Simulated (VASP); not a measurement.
Here is a VASP 6.6.1 calculation.

INCAR

```
SYSTEM = P
  ALGO = Normal
  EDIFF = 1E-6
  ENCUT = 520
  GGA = PS
  ISIF = 2
  ISMEAR = 0
  LASPH = .True.
  LCHARG = .True.
  LELF = .True.
  LREAL = .False.
  LVHAR = .True.
  LWAVE = .False.
  NBANDS = 18
  NELM = 80
  PREC = Accurate
  SIGMA = 0.15
```

KPOINTS

```
k-points
0
Gamma
  16 16 12
  0 0 0
```

File POSCAR:

```
P
1.0
    1.6587070759     -5.1453559977      0.0000000000
    1.6587070759      5.1453559977      0.0000000000
    0.0000000000      0.0000000000      4.1971725448
P
4
Direct
    0.1344350130      0.8655649870      0.9271259313
    0.5761300094      0.4238699906      0.5728740687
    0.9238699906      0.0761300094      0.0728740687
    0.3655649870      0.6344350130      0.4271259313
```

Potentials or basis: VASP PAW PBE potentials, release 64 (P).

Command:

```sh
$ cat potpaw_PBE.64/P/POTCAR > POTCAR
$ mpirun -np 1 vasp_std > vasp.out
```

**Question.** Predict the pressure.

**Answer.** -2.9 GPa.

**Question.** Predict the largest force.

**Answer.** 1.301 eV/Å.

**Question.** Predict the band gap on the k mesh.

**Answer.** Zero (bands 10 and 11 overlap by 0.25 eV).

Forces in eV/Å, atoms in the order of the input:
```
P    0.000  1.210 -0.479
P    0.000 -1.080  0.479
P    0.000  1.080  0.479
P    0.000 -1.210 -0.479
```

Caveat: the cell differs from its parent crystal (atoms displaced along a vibrational mode); the PAW data sets were made with another functional, which shifts forces and pressure a little.
